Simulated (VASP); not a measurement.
Write the native input for VASP 6.6.1 that does the following.

| Quantity | Value |
| --- | --- |
| Task | single point |
| Functional | PBE |
| Potentials or basis | VASP PAW PBE potentials, release 64 (Te, Mo_sv) |
| Cutoff | 520 eV |
| k mesh | 12 × 12 × 4 |
| Occupations | fermi-dirac, width 0.02 eV |
| Spin | no spin polarisation |
| Dipole correction | no |
| Further INCAR settings | ALGO = Normal; EDIFF = 1e-06; NBANDS = 20 |

The structure of Te2Mo lies in POSCAR:

```
Te2Mo
1.0
    3.5370947175      0.0000000000      0.0000000000
   -1.7685473587      3.0632138809      0.0000000000
    0.0000000000      0.0000000000      7.8269141206
Te Mo
2 1
Direct
    0.3333333333      0.6666666667      0.7705212926
    0.3333333333      0.6666666667      0.2294787074
    0.0000000000      0.0000000000      0.0000000000
```

One way to write it, as run:

INCAR

```
SYSTEM = Te2Mo
PREC = Accurate
ENCUT = 520
EDIFF = 1E-6
ISMEAR = -1
SIGMA = 0.02
LREAL = .False.
LASPH = .True.
NELM = 100
ALGO = Normal
ISIF = 2
LWAVE = .False.
LCHARG = .True.
GGA = PE
LELF = .True.
LVHAR = .True.
NBANDS = 20
```

KPOINTS

```
regular mesh
0
Gamma
  12 12 4
  0 0 0
```

Potentials or basis: VASP PAW PBE potentials, release 64 (Te, Mo_sv).

Launch:

```console
$ cat potpaw_PBE.64/Te/POTCAR potpaw_PBE.64/Mo_sv/POTCAR > POTCAR
$ mpirun -np 1 vasp_std > vasp.out
```

Results of the run:

- Pressure: 1.8 GPa
- Largest force: 0.207 eV/Å
- Band gap on the k mesh: 1.06 eV, indirect (least direct gap 1.07 eV)

Caveat: spin-orbit coupling is left out, which moves the levels of the heavy elements; this functional lacks dispersion, which binds the layers, so the pressure and a relaxed spacing across them are unreliable.

It took 55 s on 1 thread of Intel(R) Xeon(R) 6975P-C (Granite Rapids), on a shared host, peak memory 0.26 GiB.
